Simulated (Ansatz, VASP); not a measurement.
**Sn in VASP and in Ansatz**

The input INCAR:

```
SYSTEM = Sn
ALGO = Normal
EDIFF = 1E-6
EDIFFG = -0.005
ENCUT = 600
GGA = PE
IBRION = 2
ISIF = 3
ISMEAR = -1
LASPH = .True.
LCHARG = .False.
LREAL = .False.
LWAVE = .False.
NELM = 60
NSW = 60
PREC = Accurate
SIGMA = 0.05
```

KPOINTS

```
k-points
0
Gamma
  14 14 14
  0 0 0
```

File POSCAR:

```
Sn
1.0
   -1.9129311828      1.9129311828      1.9129311828
    1.9129311828     -1.9129311828      1.9129311828
    1.9129311828      1.9129311828     -1.9129311828
Sn
1
Direct
    0.0000000000      0.0000000000      0.0000000000
```

Input for Ansatz:

```yaml
crystal:
  lattice:
    - [-1.9129311828, 1.9129311828, 1.9129311828]
    - [1.9129311828, -1.9129311828, 1.9129311828]
    - [1.9129311828, 1.9129311828, -1.9129311828]
  atoms:
    - { symbol: Sn, position: [0.0, 0.0, 0.0] }
kpoints:
  mp_grid: { grid: [14, 14, 14] }
scf:
  occupations: { method: fermi_dirac, width: 0.05 }
hamiltonian:
  xc: pbe
  pseudopotentials: { kind: paw }
output:
  forces: true
  stress: true
relax:
  f_tol: 0.005
  max_steps: 40
  cell: {}
```

Alike in both runs: task relaxation of cell and atoms; functional PBE; k mesh 14 × 14 × 14; occupations fermi-dirac, width 0.05 eV; no spin polarisation.

|  | VASP | Ansatz |
| --- | --- | --- |
| version | VASP 6.6.1 | Ansatz 0.2.0 |
| potentials or method | VASP PAW PBE potentials, release 64 (Sn_d) | PAW with Ansatz's default frozen-core files, scalar-relativistic |
| plane-wave cutoff (eV) | 600 | 420 |
| valence electrons in the cell | 14 | 14 |

VASP gave:

| Property | Result |
| --- | --- |
| relaxed volume (Å³/atom) | 27.61 |
| relaxed cell length with the largest relative difference (Å) | 3.298 |

Estimate Ansatz's values.

relaxed volume (Å³/atom): 27.62; relaxed cell length with the largest relative difference (Å): 3.298.
